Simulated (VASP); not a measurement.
# MgO (Fm-3m) in VASP: further runs, part 2 of 2

VASP 6.6.1. Earlier steps stand in the parts before.

**3. Single point, PBE+D3(BJ)**

Input file INCAR:

```
PREC = Accurate
ENCUT = 520
EDIFF = 1E-6
ISMEAR = 0
SIGMA = 0.05
LREAL = F
LASPH = T
NELM = 100
ALGO = Normal
ISIF = 2
LWAVE = F
LCHARG = F
GGA = PE
IVDW = 12
NBANDS = 11
```

Input file KPOINTS:

```
Automatic mesh
0
Gamma
  10 10 10
```

Input file POSCAR:

```
MgO
1.0
    0.0000000000      2.1356697160      2.1356697160
    2.1356697160      0.0000000000      2.1356697160
    2.1356697160      2.1356697160      0.0000000000
Mg O
1 1
Direct
    0.0000000000      0.0000000000      0.0000000000
    0.5000000000      0.5000000000      0.5000000000
```

Potentials or basis: VASP PAW PBE potentials, release 64 (Mg, O).

Run with:

```
$ cat potpaw_PBE.64/Mg/POTCAR potpaw_PBE.64/O/POTCAR > POTCAR
$ mpirun -np 1 vasp_std > vasp.out
```

OUTCAR:

```text
PREC = Accurate
   ENCUT = 520
   EDIFF = 1E-6
   ISMEAR = 0
   LREAL = F
   LASPH = T
   NELM = 100
   ISIF = 2
   GGA = PE
   IVDW = 12
 IVDW          = 12

 ion  position               nearest neighbor table
   1  0.000  0.000  0.000-   2 2.14   2 2.14   2 2.14   2 2.14   2 2.14   2 2.14
   2  0.500  0.500  0.500-   1 2.14   1 2.14   1 2.14   1 2.14   1 2.14   1 2.14

  LATTYP: Found a face centered cubic cell.
 ALAT       =     4.2713394320

  Lattice vectors:

 A1 = (   0.0000000000,   2.1356697160,   2.1356697160)
 A2 = (   2.1356697160,   0.0000000000,   2.1356697160)
 A3 = (   2.1356697160,   2.1356697160,   0.0000000000)

Analysis of symmetry for initial positions (statically):
=====================================================================
 Subroutine PRICEL returns:
 Original cell was already a primitive cell.

 Routine SETGRP: Setting up the symmetry group for a
 face centered cubic supercell.

 Subroutine GETGRP returns: Found 48 space group operations
 (whereof 48 operations were pure point group operations)
 out of a pool of 48 trial point group operations.

[... 172 lines left out ...]
      2       2.8794      2.00000
      3       2.8794      2.00000
      4       2.8794      2.00000
      5       7.2085      0.00000
      6      18.4409      0.00000
      7      18.4409      0.00000
      8      18.4409      0.00000
      9      22.2487      0.00000
     10      23.9749      0.00000
     11      23.9749      0.00000
[... 309 lines left out ...]
 k-point    24 :       0.4000    0.3000    0.0000
  band No.  band energies     occupation
      1     -13.0301      2.00000
      2      -0.5611      2.00000
      3       1.6361      2.00000
      4       1.8445      2.00000
      5      12.0400      0.00000
      6      12.9263      0.00000
      7      16.0396      0.00000
      8      20.5111      0.00000
      9      20.7107      0.00000
     10      27.2528      0.00000
     11      29.0257      0.00000

 [... further k-points ...]

------------------------ aborting loop because EDIFF is reached ----------------------------------------

 Edisp (eV)   -0.56148

 E8    (eV) :    -0.2198

  FORCE on cell =-STRESS in cart. coord.  units (eV):
  Direction    XX          YY          ZZ          XY          YZ          ZX
  --------------------------------------------------------------------------------------
  -------------------------------------------------------------------------------------
  Total      -0.88584    -0.88584    -0.88584    -0.00000     0.00000     0.00000
  in kB     -72.85104   -72.85104   -72.85104    -0.00000     0.00000     0.00000
  external pressure =      -72.85 kB  Pullay stress =        0.00 kB

 VOLUME and BASIS-vectors are now :
 -----------------------------------------------------------------------------
  energy-cutoff  :      520.00
  volume of cell :       19.48
      direct lattice vectors                 reciprocal lattice vectors
     0.000000000  2.135669716  2.135669716    -0.234118598  0.234118598  0.234118598
     2.135669716  0.000000000  2.135669716     0.234118598 -0.234118598  0.234118598
     2.135669716  2.135669716  0.000000000     0.234118598  0.234118598 -0.234118598

 POSITION                                       TOTAL-FORCE (eV/Angst)
 -----------------------------------------------------------------------------------
      0.00000      0.00000      0.00000        -0.000000     -0.000000      0.000000
      2.13567      2.13567      2.13567         0.000000      0.000000      0.000000
 -----------------------------------------------------------------------------------
    total drift:                               -0.000000     -0.000000      0.000000

  FREE ENERGIE OF THE ION-ELECTRON SYSTEM (eV)
  ---------------------------------------------------
  free  energy   TOTEN  =       -12.4710245773 eV

  energy  without entropy=      -12.4710245773  energy(sigma->0) =      -12.47102458
```

OSZICAR:

```text
N       E                     dE             d eps       ncg     rms          rms(c)
DAV:   1     0.148329623705E+02    0.14833E+02   -0.45166E+03  1170   0.638E+02
DAV:   2    -0.128235033387E+02   -0.27656E+02   -0.26776E+02  1157   0.136E+02
DAV:   3    -0.134641873960E+02   -0.64068E+00   -0.63990E+00  1244   0.179E+01
DAV:   4    -0.134656583425E+02   -0.14709E-02   -0.14709E-02  1139   0.988E-01
DAV:   5    -0.134656629945E+02   -0.46520E-05   -0.46519E-05  1217   0.558E-02    0.719E+00
DAV:   6    -0.119301480595E+02    0.15355E+01   -0.91034E+00  1079   0.163E+01    0.229E+00
DAV:   7    -0.119158174644E+02    0.14331E-01   -0.64044E-02  1115   0.219E+00    0.135E+00
DAV:   8    -0.119099981212E+02    0.58193E-02   -0.30922E-02  1088   0.195E+00    0.254E-01
DAV:   9    -0.119095733829E+02    0.42474E-03   -0.61574E-04  1163   0.174E-01    0.143E-01
DAV:  10    -0.119095472469E+02    0.26136E-04   -0.53189E-04  1124   0.172E-01    0.779E-03
DAV:  11    -0.119095495437E+02   -0.22968E-05   -0.35040E-06  1193   0.144E-02    0.607E-03
DAV:  12    -0.119095494185E+02    0.12515E-06   -0.70894E-07   658   0.632E-03
   1 F= -.12471025E+02 E0= -.12471025E+02  d E =-.573812E-20
```

stdout:

```text
POSCAR found type information on POSCAR MgO
 POSCAR found :  2 types and       2 ions
 scaLAPACK will be used
 LDA part: xc-table for (Slater+PW92), standard interpolation
 POSCAR, INCAR and KPOINTS ok, starting setup
 FFT: planning ... GRIDC
 FFT: planning ... GRID_SOFT
 FFT: planning ... GRID
 WAVECAR not read
 entering main loop
```

Wall time 6 s (1 thread of Intel Xeon Platinum 8488C (Sapphire Rapids), shared host); peak memory 0.15 GiB.

What came out:

```
Free energy                : -12.4710 eV
Pressure                   : -7.3 GPa
Band gap on the k mesh     : 4.33 eV, direct
Dispersion energy per atom : -0.281 eV
```

Levels at points of the mesh, in eV from the valence-band top:
```tsv
k point	band 1	band 2	band 3	band 4	band 5	band 6	band 7	band 8
(0.00, 0.00, 0.00)	-17.05	0.00	0.00	0.00	4.33	15.56	15.56	15.56
(0.50, 0.00, 0.00)	-15.87	-4.44	-0.61	-0.61	7.63	12.13	15.88	15.88
(0.50, 0.50, 0.00)	-15.63	-3.91	-1.29	-1.29	9.07	9.52	12.66	18.34
```

Caveat: three body term missing.

**4. Single point, revPBE+D3(BJ)**

This run uses another cell than the first one, of 9.73 Å³/atom, 1.019 times its volume.

Input file INCAR:

```
SYSTEM = MgO
PREC = Accurate ; ENCUT = 520
EDIFF = 1E-7 ; ISMEAR = 0
SIGMA = 0.05 ; LREAL = .False.
LASPH = .True. ; NELM = 80
ALGO = Normal ; ISIF = 2
LWAVE = .False. ; LCHARG = .False.
GGA = RE ; IVDW = 12
NBANDS = 11
```

Input file KPOINTS:

```
regular mesh
0
Gamma
  10 10 10
  0 0 0
```

Input file POSCAR:

```
MgO
1.0
    0.0000000000      2.1351491430      2.1351491430
    2.1351491430      0.0000000000      2.1351491430
    2.1351491430      2.1351491430      0.0000000000
Mg O
1 1
Direct
    0.0000000000      0.0000000000      0.0000000000
    0.5000000000      0.5000000000      0.5000000000
```

Run with:

```
$ cat potpaw_PBE.64/Mg/POTCAR potpaw_PBE.64/O/POTCAR > POTCAR
$ mpirun -np 1 vasp_std > vasp.out
```

Run time: 6.7 s. Hardware: 1 thread of Intel Xeon Platinum 8488C (Sapphire Rapids), shared host; peak memory 0.15 GiB.

It converged, with:

```yaml
Free_energy: -12.4229 eV
Pressure: -8.3 GPa
Band_gap_on_the_k_mesh: 4.42 eV, direct
Dispersion_energy_per_atom: -0.548 eV
```

Levels at points of the mesh, in eV from the valence-band top:
| k point | band 1 | band 2 | band 3 | band 4 | band 5 | band 6 | band 7 | band 8 | band 9 |
| --- | --- | --- | --- | --- | --- | --- | --- | --- | --- |
| (0.00, 0.00, 0.00) | -17.11 | 0.00 | 0.00 | 0.00 | 4.42 | 15.67 | 15.67 | 15.67 | 19.43 |
| (0.50, 0.00, 0.00) | -15.95 | -4.41 | -0.61 | -0.61 | 7.72 | 12.25 | 16.01 | 16.01 | 20.45 |
| (0.50, 0.50, 0.00) | -15.71 | -3.90 | -1.28 | -1.28 | 9.15 | 9.68 | 12.76 | 18.50 | 18.50 |

Caveat: the PAW data sets were made with another functional, which shifts forces and pressure a little. As with any semilocal functional, this revPBE gap is likely too small.

**5. The runs side by side**

| level | cell | gap on the mesh (eV) | pressure (GPa) |
| --- | --- | --- | --- |
| PBE+D3(BJ) | a = 3.001 Å, angles 60.0°, 2 atoms | 4.51 | -4.6 |
| PBE+D3(BJ) | a = 3.020 Å, angles 60.0°, 2 atoms | 4.33 | -7.3 |
| revPBE+D3(BJ) | a = 3.020 Å, angles 60.0°, 2 atoms | 4.42 | -8.3 |

Alike in all rows: task single point; potentials or basis VASP PAW PBE potentials, release 64 (Mg, O); no spin polarisation; k mesh 10 × 10 × 10; cutoff (eV) 520; smearing gaussian 0.05 eV.

Caveats: three body term missing (some runs); the PAW data sets were made with another functional, which shifts forces and pressure a little (some runs).

Total energies depend on the potentials used, so only differences within one code and one set of settings carry meaning.
